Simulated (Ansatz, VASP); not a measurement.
**CsCl in VASP and in Ansatz**

```
Cs Cl
1.0
     4.16739    0.00000    0.00000
     0.00000    4.16739    0.00000
     0.00000    0.00000    4.16739
Cs Cl
1 1
Direct
  0.00000 0.00000 0.00000
  0.50000 0.50000 0.50000
```

Alike in both runs: functional r2SCAN; k mesh 8 × 8 × 8; occupations fermi-dirac, width 0.02 eV; no spin polarisation.

Ansatz relaxed the structure, and its values are those at the end. VASP's run is a single point on that final structure, the one shown.

|  | VASP | Ansatz |
| --- | --- | --- |
| version | VASP 6.6.1 | Ansatz 0.2.0 |
| potentials or method | VASP PAW PBE potentials, release 64 (Cs_sv, Cl), cutoff 550 eV | PAW plane waves |
| valence electrons in the cell | 16 | 16 |

```tsv
	VASP	Ansatz	Ansatz less VASP
gap on the k mesh at the Fermi level (eV)	5.90	5.91	+0.011
pressure (GPa)	-0.3	-0.3	-0.04
```

VASP's potentials were made for PBE, not for r2SCAN. The functional is the same, so the differences come from potentials, cutoffs and numerics. Ansatz's warnings: stress scf threshold loose.

Neither program's run includes spin-orbit coupling.
